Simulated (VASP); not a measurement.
IrRh5: single point with PBE

The system is IrRh5.

```
CELL_PARAMETERS angstrom
2.70023 0.00000 0.00000
-1.35011 2.33847 0.00000
0.00000 0.00000 13.06250
ATOMIC_POSITIONS crystal
Ir 0.66667 0.33333 0.50000
Rh 0.33333 0.66667 0.66701
Rh 0.33333 0.66667 0.00000
Rh 0.33333 0.66667 0.33299
Rh 0.66667 0.33333 0.83417
Rh 0.66667 0.33333 0.16583
```

```yaml
Program: VASP 6.6.1
Task: single point
Functional: PBE
Potentials_or_basis: VASP PAW PBE potentials, release 64 (Ir, Rh_pv)
Cutoff: 520 eV
k_mesh: 18 × 18 × 4
Occupations: gaussian, width 0.1 eV
Spin: no spin polarisation
```

* Pressure: 9.0 GPa
* Largest force: 0.023 eV/Å
* Band gap on the k mesh: zero (bands 42 and 43 overlap by 2.24 eV)

Forces in eV/Å, atoms in the order of the input:
```
Ir   0.000  0.000  0.000
Rh   0.000  0.000  0.023
Rh   0.000  0.000  0.000
Rh   0.000  0.000 -0.023
Rh   0.000  0.000 -0.004
Rh   0.000  0.000  0.004
```

Levels at points of the mesh, in eV from the Fermi level:
```tsv
k point	band 39	band 40	band 41	band 42	band 43	band 44
(0.00, 0.00, 0.00)	-2.03	-2.03	-1.09	-1.09	-1.07	-1.07
(0.50, 0.00, 0.00)	0.53	0.61	0.63	0.63	0.69	0.70
(0.00, 0.00, 0.50)	-1.74	-1.69	-1.69	-0.65	-0.51	-0.51
(0.50, 0.00, 0.50)	0.23	0.49	0.53	0.54	0.63	0.69
```

Run time: 4.3 min on 1 thread of Intel(R) Xeon(R) 6975P-C (Granite Rapids) (shared host), peak memory 0.45 GiB.

Caveat: the cell stands under pressure; spin-orbit coupling is left out, which moves the levels of the heavy elements.
